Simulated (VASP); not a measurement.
The system is InF3 (vib).

```xyz
8
Lattice="2.6021 1.5023 4.9075 -2.6021 1.5023 4.9075 0.0000 -3.0047 4.9075" Properties=species:S:1:pos:R:3 pbc="T T T"
In    0.0000    3.0047    9.8150
In    0.0000    0.0000    7.3613
F     1.6802   -0.0945    8.5881
F    -0.9219   -1.4079    8.5881
F     0.7583   -1.5023    6.1344
F     0.9219    1.4079    6.1344
F    -1.6802    0.0945    6.1344
F    -0.7583    1.5023    8.5881
```

```yaml
Program: VASP 6.6.1
Task: relaxation of cell and atoms
Functional: LDA
Potentials_or_basis: VASP PAW LDA potentials, release 64 (In_d, F)
Cutoff: 600 eV
k_mesh: 6 × 6 × 6
Occupations: gaussian, width 0.02 eV
Spin: no spin polarisation
```

At the start: pressure -3.8 GPa; volume 14.39 Å³/atom.

Q: Where does the relaxation end?

A: Over 40 steps the energy falls by 7.6 meV/atom and the volume is 13.42 Å³/atom (-6.7 %); space group R-3c (No. 167, to 0.05 Å).

Step by step:
```
step  energy change (eV)  largest force (eV/Å)  pressure (GPa)  volume (Å³)
   1              0.0000                0.1633           -3.84       115.11
   2             -0.0260                0.2066            2.69       109.45
   3             -0.0456                0.0543           -0.01       111.63
   4             -0.0456                0.0493           -0.17       111.70
   5             -0.0464                0.0473           -0.17       111.57
   6             -0.0486                0.0405           -0.15       111.20
   7             -0.0519                0.0274           -0.13       110.45
   8             -0.0543                0.0026           -0.12       108.96
   9             -0.0558                0.0201            0.34       108.27
  10             -0.0561                0.0328            0.60       107.86
  11             -0.0567                0.0283            0.54       107.81
  12             -0.0583                0.0166            0.34       107.66
  13             -0.0600                0.0077           -0.04       107.35
  14             -0.0601                0.0189           -0.16       107.21
  15             -0.0601                0.0178           -0.14       107.23
  16             -0.0601                0.0133           -0.08       107.28
  17             -0.0601                0.0169           -0.11       107.24
  18             -0.0602                0.0122           -0.06       107.14
  19             -0.0602                0.0014            0.10       106.88
  20             -0.0602                0.0036            0.09       106.93
  21             -0.0602                0.0080            0.04       107.03
  22             -0.0602                0.0066            0.04       107.01
  23             -0.0602                0.0056            0.06       106.97
  24             -0.0603                0.0066            0.05       106.99
  25             -0.0603                0.0096           -0.05       107.04
  26             -0.0603                0.0050            0.01       107.01
  27             -0.0603                0.0044            0.03       107.01
  28             -0.0603                0.0034            0.05       107.00
  29             -0.0603                0.0043            0.02       107.01
  30             -0.0603                0.0048            0.03       107.01
  31             -0.0603                0.0064           -0.01       107.05
  32             -0.0603                0.0079           -0.04       107.08
  33             -0.0603                0.0072           -0.02       107.09
  34             -0.0603                0.0062           -0.01       107.10
  35             -0.0604                0.0012            0.03       107.13
  36             -0.0604                0.0056            0.12       107.18
  37             -0.0604                0.0018            0.08       107.15
  38             -0.0604                0.0010            0.07       107.17
  39             -0.0604                0.0019            0.05       107.23
  40             -0.0604                0.0006            0.02       107.34
```

Final structure:
```yaml
crystal:
  lattice:
    - [2.51986, 1.45484, 4.88022]
    - [-2.51986, 1.45484, 4.88022]
    - [0.00000, -2.90968, 4.88022]
  atoms:
    - { symbol: In, position: [0.00000, 0.00000, 0.00000] }
    - { symbol: In, position: [0.50000, 0.50000, 0.50000] }
    - { symbol: F, position: [0.90973, 0.25000, 0.59027] }
    - { symbol: F, position: [0.25000, 0.59027, 0.90973] }
    - { symbol: F, position: [0.40973, 0.09027, 0.75000] }
    - { symbol: F, position: [0.75000, 0.40973, 0.09027] }
    - { symbol: F, position: [0.09027, 0.75000, 0.40973] }
    - { symbol: F, position: [0.59027, 0.90973, 0.25000] }
```
